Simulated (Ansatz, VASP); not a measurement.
## Se in VASP and in Ansatz

The input INCAR:

```
ALGO     = Normal         # electronic algorithm
EDIFF    = 1E-7           # SCF threshold, eV
ENCUT    = 520            # plane-wave cutoff, eV
GGA      = PE             # functional
ISIF     = 2              # what is computed and relaxed
ISMEAR   = -1             # smearing method
LASPH    = True           # aspherical terms in the spheres
LCHARG   = True           # write CHGCAR
LELF     = True           # ELF
LREAL    = False          # projectors in reciprocal space
LVHAR    = True         
LWAVE    = False          # write WAVECAR
NBANDS   = 16             # bands
NELM     = 100            # most SCF steps
PREC     = Accurate       # precision mode
SIGMA    = 0.03           # smearing width, eV
```

KPOINTS

```
k-points
0
Gamma
  6 6 5
```

The input POSCAR:

```
Se
1.0
    4.3661999489      0.0000000000      0.0000000000
   -2.1830999745      3.7812400738      0.0000000000
    0.0000000000      0.0000000000      5.0526720000
Se
3
Direct
    0.2254000000      0.0000000000      0.3333333333
    0.0000000000      0.2254000000      0.6666666667
    0.7746000000      0.7746000000      0.0000000000
```

Input for Ansatz:

```yaml
crystal:
  lattice:
    - [4.3661999489, 0.0, 0.0]
    - [-2.1830999745, 3.7812400738, 0.0]
    - [0.0, 0.0, 5.052672]
  atoms:
    - { symbol: Se, position: [0.2254, 0.0, 0.3333333333] }
    - { symbol: Se, position: [0.0, 0.2254, 0.6666666667] }
    - { symbol: Se, position: [0.7746, 0.7746, 0.0] }
kpoints:
  mp_grid: { grid: [6, 6, 5] }
  band_path:
    path:
      - [0.0, 0.0, 0.0]
      - [0.5, 0.0, 0.0]
      - [0.3333333333, 0.3333333333, 0.0]
      - [0.0, 0.0, 0.0]
      - [0.0, 0.0, 0.5]
      - [0.5, 0.0, 0.5]
      - [0.3333333333, 0.3333333333, 0.5]
      - [0.0, 0.0, 0.5]
      - [0.5, 0.0, 0.5]
    npoints: 5
scf:
  occupations: { method: fermi_dirac, width: 0.03 }
hamiltonian:
  xc: pbe
  pseudopotentials: { kind: all_electron, lapw: { basis_error: 0.001 } }
output:
  forces: true
  stress: true
  eigenvalues: true
```

Change from the starting cell: zz strain of +2 %.

Alike in both runs: task single point; functional PBE; k mesh 6 × 6 × 5; occupations fermi-dirac, width 0.03 eV; no spin polarisation.

|  | VASP | Ansatz |
| --- | --- | --- |
| version | VASP 6.6.1 | Ansatz 0.2.0 |
| potentials or method | VASP PAW PBE potentials, release 64 (Se), cutoff 520 eV | all-electron LAPW, scalar-relativistic |

Ansatz gave:

- gap on the k mesh at the Fermi level (eV): 1.33
- pressure (GPa): 1.2
- traceless stress, the component that is largest in VASP (GPa): 0.20
- rms of the force components (eV/Å): 0.097

**Question.** Which values does VASP return?

**Answer.** gap on the k mesh at the Fermi level (eV): 1.32; pressure (GPa): 1.3; traceless stress, the component that is largest in VASP (GPa): 0.24; rms of the force components (eV/Å): 0.116.

Atom by atom the forces differ by 0.019 eV/Å (rms over components). Ansatz ran all-electron here, and VASP with PAW potentials.
